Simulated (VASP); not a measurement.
# TaN in VASP: single point with PBE

Aim: the single point of TaN with PBE.

Everything below comes from runs of VASP 6.6.1. Logs are shortened: lines on timing, memory, paths and dates and some standing lists are left out, and cuts for length are marked.

## 1. The cell of the first run

The cell holds a slab with vacuum, 6 atoms: a = 3.123 Å, b = 3.123 Å, c = 18.416 Å, α = 90.00°, β = 90.00°, γ = 90.00°.

## 2. Single point, PBE

The input, INCAR:

```
ALGO = Normal
DIPOL = 0.5 0.5 0.500
EDIFF = 1E-6
ENCUT = 520
GGA = PE
IDIPOL = 3
ISIF = 2
ISMEAR = 0
LASPH = True
LCHARG = False
LDIPOL = True
LREAL = False
LWAVE = False
NBANDS = 33
NELM = 100
PREC = Accurate
SIGMA = 0.1
```

The input, KPOINTS:

```
k-points
0
Gamma
  9 9 1
```

The input, POSCAR:

```
TaN
1.0
    3.1228193035      0.0000000000      0.0000000000
    0.0000000000      3.1228193035      0.0000000000
    0.0000000000      0.0000000000     18.4163334119
Ta N
3 3
Direct
    0.0000000000      0.0000000000      0.3800973757
    0.5000000000      0.5000000000      0.5017583722
    0.0000000000      0.0000000000      0.6122005747
    0.5000000000      0.5000000000      0.3800973757
    0.0000000000      0.0000000000      0.4963137001
    0.5000000000      0.5000000000      0.6293782255
```

Potentials or basis: VASP PAW PBE potentials, release 64 (Ta_pv, N).

Command:

```sh
$ cat potpaw_PBE.64/Ta_pv/POTCAR potpaw_PBE.64/N/POTCAR > POTCAR
$ mpirun -np 1 vasp_std > vasp.out
```

OUTCAR:

```text
EDIFF = 1E-6
   ENCUT = 520
   GGA = PE
   ISIF = 2
   ISMEAR = 0
   LASPH = True
   LREAL = False
   NELM = 100
   PREC = Accurate

 ion  position               nearest neighbor table
   1  0.000  0.000  0.380-   5 2.14   4 2.21   4 2.21   4 2.21   4 2.21   2 3.15   2 3.15   2 3.15
                             2 3.15
   2  0.500  0.500  0.502-   5 2.21   5 2.21   5 2.21   5 2.21   4 2.24   6 2.35   3 3.00   3 3.00
                             3 3.00   3 3.00   1 3.15   1 3.15   1 3.15   1 3.15
   3  0.000  0.000  0.612-   5 2.13   6 2.23   6 2.23   6 2.23   6 2.23   2 3.00   2 3.00   2 3.00
                             2 3.00
   4  0.500  0.500  0.380-   1 2.21   1 2.21   1 2.21   1 2.21   2 2.24
   5  0.000  0.000  0.496-   3 2.13   1 2.14   2 2.21   2 2.21   2 2.21   2 2.21
   6  0.500  0.500  0.629-   3 2.23   3 2.23   3 2.23   3 2.23   2 2.35

  LATTYP: Found a simple tetragonal cell.
 ALAT       =     3.1228193035
 C/A-ratio  =     5.8973419920

  Lattice vectors:

 A1 = (   3.1228193035,   0.0000000000,   0.0000000000)
 A2 = (   0.0000000000,   3.1228193035,   0.0000000000)
 A3 = (   0.0000000000,   0.0000000000,  18.4163334119)

Analysis of symmetry for initial positions (statically):
=====================================================================
 Subroutine PRICEL returns:
 Original cell was already a primitive cell.

 Routine SETGRP: Setting up the symmetry group for a
 simple tetragonal supercell.

 Subroutine GETGRP returns: Found  8 space group operations
 (whereof  8 operations were pure point group operations)
 out of a pool of 16 trial point group operations.

The static configuration has the point symmetry C_4v.

Analysis of symmetry for dynamics (positions and initial velocities):
=====================================================================
 Subroutine PRICEL returns:
 Original cell was already a primitive cell.

 Routine SETGRP: Setting up the symmetry group for a
 simple tetragonal supercell.

 Subroutine GETGRP returns: Found  8 space group operations
 (whereof  8 operations were pure point group operations)
 out of a pool of 16 trial point group operations.

The dynamic configuration has the point symmetry C_4v.

 Subroutine INISYM returns: Found  8 space group operations
 (whereof  8 operations are pure point group operations),
 and found     1 'primitive' translations

----------------------------------------------------------------------------------------

                                     Primitive cell

  volume of cell :     179.5961

  direct lattice vectors                    reciprocal lattice vectors
     3.122819304  0.000000000  0.000000000     0.320223459  0.000000000  0.000000000
[... 100 lines left out ...]
   EFERMI_NEDOS =   21; number of points for ismear=-14 and -15
   IALGO  =     38    algorithm
   IMIX   =      4    mixing-type and parameters
     AMIX     =   0.40;   BMIX     =  1.00
     AMIX_MAG =   1.60;   BMIX_MAG =  1.00
  volume/ion in A,a.u.               =      29.93       202.00
  Fermi-wavevector in a.u.,A,eV,Ry     =   1.054524  1.992761 15.129950  1.112020
  Thomas-Fermi vector in A             =   2.189687
   LORBIT       =      0    0 simple, 1 ext, 2 COOP (PROOUT), +10 PAW based schemes
   GGA     = PE    functional components
   LHFCALC =     F    Hartree Fock is set to
   AEXX    =    0.0000 exact exchange contribution
   IVDW    =     0    specifies the selected vdW correction
   LEPSILON=     F    determine dielectric tensor
   LRPA    =     F    only Hartree local field effects (RPA)
 non-spin polarized calculation
 Gauss-broadening in eV      SIGMA  =   0.10
  energy-cutoff  :      520.00
  volume of cell :      179.60
 maximum number of plane-waves:      4864
 NGX is ok and might be reduce to    24
   NGX = 11   NGY = 11   NGZ = 69

 dipolmoment           0.000000      0.000000      0.025676 electrons x Angstroem

 number of electron      48.0000001 magnetization

 dipolmoment           0.000000      0.000000     -0.025495 electrons x Angstroem

 Free energy of the ion-electron system (eV)
  ---------------------------------------------------
  ext. energy  EPLUGINS =         0.00000000
  ---------------------------------------------------
  free energy    TOTEN  =       -63.78485230 eV

  energy without entropy =      -63.76654545  energy(sigma->0) =      -63.77569887

 E-fermi :   1.0429     XC(G=0):  -5.9621

 val. band max:        1.0248450034   @ k =   0.3333   0.0000   0.0000
 cond. band min:       1.0892203334   @ k =   0.4444   0.2222   0.0000
 fundamental gap:      0.0643753300
 Fermi energy:         1.0429026184

 k-point     1 :       0.0000    0.0000    0.0000
  band No.  band energies     occupation
      1     -35.2580      2.00000
      2     -35.0772      2.00000
      3     -34.9110      2.00000
      4     -34.9110      2.00000
      5     -34.7277      2.00000
      6     -34.7277      2.00000
[... 529 lines left out ...]
     32       4.6410      0.00000
     33       4.7984      0.00000

------------------------ aborting loop because EDIFF is reached ----------------------------------------

 vacuum level on the upper side and lower side of the slab       (xc-potential included)        -0.475        -0.053

  FORCE on cell =-STRESS in cart. coord.  units (eV):
  Direction    XX          YY          ZZ          XY          YZ          ZX
  --------------------------------------------------------------------------------------
  -------------------------------------------------------------------------------------
  Total       -8.4230244     -8.4230244      0.2006839      0.0000000      0.0000000      0.0000000
  in kB      -75.1418293    -75.1418293      1.7903020      0.0000000      0.0000000      0.0000000
  external PRESSURE =     -49.4977855 kB  Pullay stress =       0.0000000 kB

 VOLUME and BASIS-vectors are now :
 -----------------------------------------------------------------------------
  energy-cutoff  :      520.00
  volume of cell :      179.60
      direct lattice vectors                 reciprocal lattice vectors
     3.122819304  0.000000000  0.000000000     0.320223459  0.000000000  0.000000000
     0.000000000  3.122819304  0.000000000     0.000000000  0.320223459  0.000000000
     0.000000000  0.000000000 18.416333412     0.000000000  0.000000000  0.054299625

 POSITION                                       TOTAL-FORCE (eV/Angst)
 -----------------------------------------------------------------------------------
      0.00000      0.00000      7.00000        -0.000000     -0.000000      1.025569
      1.56141      1.56141      9.24055         0.000000      0.000000      0.011799
      0.00000      0.00000     11.27449        -0.000000     -0.000000      0.031156
      1.56141      1.56141      7.00000        -0.000000     -0.000000     -1.084883
      0.00000      0.00000      9.14028        -0.000000     -0.000000     -0.008099
      1.56141      1.56141     11.59084        -0.000000     -0.000000      0.024457
 -----------------------------------------------------------------------------------
    total drift:                                0.000000     -0.000000     -0.000108

  FREE ENERGIE OF THE ION-ELECTRON SYSTEM (eV)
  ---------------------------------------------------
  free  energy   TOTEN  =       -63.7848523010 eV

  energy  without entropy=      -63.7665454482  energy(sigma->0) =      -63.77569887

 vacuum level on the upper side and lower side of the slab         4.209         4.646
```

Wall time 1.8 min (1 thread of AMD EPYC 7R13 (Zen 3), shared host); peak memory 0.26 GiB.

Results:

| Quantity | Value |
| --- | --- |
| Free energy | -63.7849 eV |
| Largest force | 1.085 eV/Å |
| Band gap on the k mesh | zero (bands 24 and 25 overlap by 1.63 eV) |

Forces on the atoms (eV/Å):
```
Ta   0.000  0.000  1.026
Ta   0.000  0.000  0.012
Ta   0.000  0.000  0.031
N    0.000  0.000 -1.085
N    0.000  0.000 -0.008
N    0.000  0.000  0.024
```

Levels at points of the mesh, in eV from the Fermi level:
| k point | band 22 | band 23 | band 24 | band 25 | band 26 | band 27 |
| --- | --- | --- | --- | --- | --- | --- |
| (0.00, 0.00, 0.00) | -3.19 | -3.19 | -2.11 | -0.93 | -0.93 | -0.66 |

Caveat: spin-orbit coupling is left out, which moves the levels of the heavy elements.
